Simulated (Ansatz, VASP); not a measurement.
**BP in VASP and in Ansatz**

```
B P
1.0
     0.00000    2.26000    2.26000
     2.26000    0.00000    2.26000
     2.26000    2.26000    0.00000
B P
1 1
Cartesian
  0.0000 0.0000 0.0000
  1.1300 1.1300 1.1300
```

Alike in both runs: functional PBEsol; k mesh 10 × 10 × 10; occupations gaussian, width 0.02 eV; no spin polarisation.

Ansatz relaxed the structure, and its values are those at the end. VASP's run is a single point on that final structure, the one shown.

|  | VASP | Ansatz |
| --- | --- | --- |
| version | VASP 6.6.1 | Ansatz 0.2.0 |
| potentials or method | VASP PAW PBE potentials, release 64 (B, P), cutoff 500 eV | scalar-relativistic, plane waves, PAW |
| valence electrons in the cell | 8 | 8 |

```tsv
	VASP	Ansatz	Ansatz less VASP
gap on the k mesh at the Fermi level (eV)	1.12	1.12	+0.004
least direct gap on the mesh (eV)	3.37	3.38	+0.006
pressure (GPa)	0.1	0.0	-0.11
```

VASP's potentials were made for PBE, not for PBEsol, and Ansatz warns of the same on its side. The functional is the same, so the differences come from potentials, cutoffs and numerics.
